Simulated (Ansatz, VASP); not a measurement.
Two plane-wave programs on Sn

```
CELL_PARAMETERS angstrom
0.00000 3.24560 3.24560
3.24560 0.00000 3.24560
3.24560 3.24560 0.00000
ATOMIC_POSITIONS crystal
Sn 0.52311 0.47689 0.47689
Sn 0.75000 0.75000 0.75000
```

Alike in both runs: task single point; functional PBEsol; k mesh 12 × 12 × 12; occupations gaussian, width 0.15 eV; no spin polarisation.

```csv
,VASP,Ansatz
version,VASP 6.6.1,Ansatz 0.2.0
potentials or method,"VASP PAW PBE potentials, release 64 (Sn_d), cutoff 500 eV","scalar-relativistic, plane waves, PAW"
valence electrons in the cell,28,28
```

|  | VASP | Ansatz | Ansatz less VASP |
| --- | --- | --- | --- |
| gap on the k mesh at the Fermi level (eV) | none | none | - |
| pressure (GPa) | 1.3 | 1.4 | +0.06 |
| traceless stress, the component that is largest in VASP (GPa) | -3.19 | -3.20 | -0.009 |
| rms of the force components (eV/Å) | 0.669 | 0.669 | +0.0001 |

VASP's potentials were made for PBE, not for PBEsol. Atom by atom the forces differ by 0.000 eV/Å (rms over components). A gap of «none» marks a metal or a gap that the smearing closes. The functional is the same, so the differences come from potentials, cutoffs and numerics.
